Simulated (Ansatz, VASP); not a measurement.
# Two plane-wave programs on CsSnI3

POSCAR

```
CsSnI3
1.0
    6.2413961542      0.0000000000      0.0000000000
    0.0000000000      6.2413961542      0.0000000000
    0.0000000000      0.0000000000      6.2413961542
Cs Sn I
1 1 3
Direct
    0.0000000000      0.0000000000      0.0000000000
    0.5000000000      0.5000000000      0.5000000000
    0.0000000000      0.5000000000      0.5000000000
    0.5000000000      0.0000000000      0.5000000000
    0.5000000000      0.5000000000      0.0000000000
```

INCAR.step1

```
SYSTEM = CsSnI3
PREC     = Accurate       ! precision mode
ENCUT    = 520            ! plane-wave cutoff, eV
EDIFF    = 1E-5           ! SCF threshold, eV
ISMEAR   = 0              ! smearing method
SIGMA    = 0.01           ! smearing width, eV
LREAL    = .FALSE.        ! projectors in reciprocal space
LASPH    = .TRUE.         ! aspherical terms in the spheres
NELM     = 100            ! most SCF steps
ALGO     = Normal         ! electronic algorithm
ISIF     = 2              ! what is computed and relaxed
LWAVE    = .TRUE.         ! write WAVECAR
LCHARG   = .FALSE.        ! write CHGCAR
GGA      = PE             ! functional
NBANDS   = 30             ! bands
```

The input INCAR.step2:

```
SYSTEM = CsSnI3
PREC     = Accurate       ! precision mode
ENCUT    = 520            ! plane-wave cutoff, eV
EDIFF    = 1E-7           ! SCF threshold, eV
ISMEAR   = 0              ! smearing method
SIGMA    = 0.01           ! smearing width, eV
LREAL    = .FALSE.        ! projectors in reciprocal space
LASPH    = .TRUE.         ! aspherical terms in the spheres
NELM     = 100            ! most SCF steps
ALGO     = Normal         ! electronic algorithm
ISIF     = 2              ! what is computed and relaxed
LWAVE    = .FALSE.        ! write WAVECAR
LCHARG   = .FALSE.        ! write CHGCAR
GGA      = PE             ! functional
LHFCALC  = .TRUE.         ! exact exchange
AEXX     = 1.0            ! exact-exchange fraction
ALDAC    = 0.0          
AGGAC    = 0.0          
PRECFOCK = Fast         
ISTART   = 1            
NBANDS   = 30             ! bands
```

Contents of KPOINTS:

```
regular mesh
0
G
  2 2 2
  0 0 0
```

Input for Ansatz:

```yaml
crystal:
  lattice:
    - [6.2413961542, 0.0, 0.0]
    - [0.0, 6.2413961542, 0.0]
    - [0.0, 0.0, 6.2413961542]
  atoms:
    - { symbol: Cs, position: [0.0, 0.0, 0.0] }
    - { symbol: Sn, position: [0.5, 0.5, 0.5] }
    - { symbol: I, position: [0.0, 0.5, 0.5] }
    - { symbol: I, position: [0.5, 0.0, 0.5] }
    - { symbol: I, position: [0.5, 0.5, 0.0] }
kpoints:
  mp_grid: { grid: [2, 2, 2] }
  band_path:
    path: [[0.0, 0.0, 0.0], [0.0, 0.5, 0.0], [0.5, 0.5, 0.0], [0.5, 0.5, 0.5]]
    npoints: 1
hamiltonian:
  xc: hf
scf:
  occupations: { method: fixed }
  n_extra_bands: 5
output:
  forces: true
  stress: true
  eigenvalues: true
```

Alike in both runs: task single point; functional HF; k mesh 2 × 2 × 2; no spin polarisation.

```csv
,VASP,Ansatz
version,VASP 6.6.1,Ansatz 0.2.0
potentials or method,"VASP PAW PBE potentials, release 64 (Cs_sv, Sn_d, I)","plane waves, PAW"
plane-wave cutoff (eV),520,420
occupations,"gaussian, width 0.01 eV",fixed
valence electrons in the cell,44,74
```

Ansatz gave:

* gap on the k mesh at the Fermi level (eV): 5.68
* pressure (GPa): 3.8

Problem. What did VASP give for the same quantities?

Solution. gap on the k mesh at the Fermi level (eV): 5.94; pressure (GPa): 3.2.

VASP's potentials were made for PBE, not for HF. VASP's potentials hold 44 valence electrons a cell and Ansatz's 74, so a difference there can come from the potentials and not from the codes. Ansatz's warnings: stress exchange threshold loose, stress scf threshold loose.

The k mesh is coarse, so the values compare programs but aren't converged. Spin-orbit coupling is off throughout.
